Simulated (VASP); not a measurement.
Input of a VASP 6.6.1 run:

The input INCAR:

```
SYSTEM = AlN
PREC = Accurate ; ENCUT = 520
EDIFF = 1E-7 ; ISMEAR = 0
SIGMA = 0.05 ; LREAL = .FALSE.
LASPH = .TRUE. ; NELM = 100
ALGO = Normal ; ISIF = 2
LWAVE = .FALSE. ; LCHARG = .FALSE.
GGA = PS ; NBANDS = 11
```

Contents of KPOINTS:

```
Automatic mesh
0
G
  10 10 10
  0 0 0
```

File POSCAR:

```
AlN
1.0
    0.0000000000      2.1839935596      2.1839935596
    2.1839935596      0.0000000000      2.1839935596
    2.1839935596      2.1839935596      0.0000000000
Al N
1 1
Direct
   -0.0607064617      0.0000000000      0.0000000000
    0.7500000000      0.7500000000      0.7500000000
```

Potentials or basis: VASP PAW PBE potentials, release 64 (Al, N).

Launch:

```console
$ cat potpaw_PBE.64/Al/POTCAR potpaw_PBE.64/N/POTCAR > POTCAR
$ mpirun -np 1 vasp_std > vasp.out
```

(1) Estimate the pressure.

(2) What does it give for the band gap on the k mesh?

(3) What does it give for the largest force?

Results:

(1) 5.9 GPa.

(2) 2.71 eV, indirect (least direct gap 3.60 eV).

(3) 3.129 eV/Å.

Caveat: the cell differs from its parent crystal (all Al atoms moved +0.188 Å, as atom 1 towards its neighbour atom 1 (Al) at 3.089 Å); the PAW data sets were made with another functional, which shifts forces and pressure a little.
